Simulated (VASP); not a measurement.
Runs of VASP 6.6.1 on Au. The structure is that of space group P6_3/mmc (No. 194), or close to it. The cells are those of the table. 

```tsv
task	potentials or basis	cell	cutoff (eV)	second run	gap on the mesh (eV)	pressure (GPa)
single point	VASP PAW PBE potentials, release 64 (Au)	a = 2.900, b = 2.900, c = 4.880 Å, angles 90.0, 90.0, 120.0°, 2 atoms	520	-	none	1.8
electric field gradients	VASP PAW PBE potentials, release 64 (Au_sv_GW)	a = 2.841, b = 2.841, c = 4.781 Å, angles 90.0, 90.0, 120.0°, 2 atoms	400	valence_matched	none	(a)
electric field gradients	VASP PAW PBE potentials, release 64 (Au)	a = 2.871, b = 2.871, c = 4.978 Å, angles 90.0, 90.0, 120.0°, 2 atoms	520	-	none	2.1
electric field gradients	VASP PAW PBE potentials, release 64 (Au_sv_GW)	a = 2.871, b = 2.871, c = 4.978 Å, angles 90.0, 90.0, 120.0°, 2 atoms	400	valence_matched	none	-1.6
```

Alike in all rows: level PBE; no spin polarisation; k mesh 14 × 14 × 8; smearing fermi-dirac 0.03 eV.

Question: Fill in the values left out.

Answer: (a) 8.5.

Caveats: spin-orbit coupling is left out, which moves the levels of the heavy elements.

A k mesh can miss the band edges, and the runs leave out spin-orbit coupling on Au.

A gap of «none» marks levels without a gap at the run's occupations.

The runs don't all hold the same shells in valence.
